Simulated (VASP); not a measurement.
Here is a VASP 6.6.1 calculation.

INCAR

```
ALGO = Normal ; EDIFF = 1E-6
ENCUT = 520 ; GGA = PE
ISIF = 2 ; ISMEAR = 0
LASPH = True ; LCHARG = False
LREAL = False ; LWAVE = False
NBANDS = 11 ; NELM = 60
PREC = Accurate ; SIGMA = 0.02
```

KPOINTS

```
k-points
0
Gamma
  8 8 8
```

The input POSCAR:

```
Si
1.0
    0.0000000000      2.7350468813      2.7350468813
    2.7350468813      0.0000000000      2.7350468813
    2.7350468813      2.7350468813      0.0000000000
Si
2
Direct
    0.7500000000      0.7500000000      0.7500000000
    0.5000000000      0.5000000000      0.5000000000
```

Potentials or basis: VASP PAW PBE potentials, release 64 (Si).

The run is started by

```bash
$ cat potpaw_PBE.64/Si/POTCAR > POTCAR
$ mpirun -np 1 vasp_std > vasp.out
```

Q: Estimate the pressure.

A: -0.1 GPa.

Q: What does it give for the band gap on the k mesh?

A: 0.65 eV, indirect (least direct gap 2.56 eV).

A k mesh can miss the band edges.
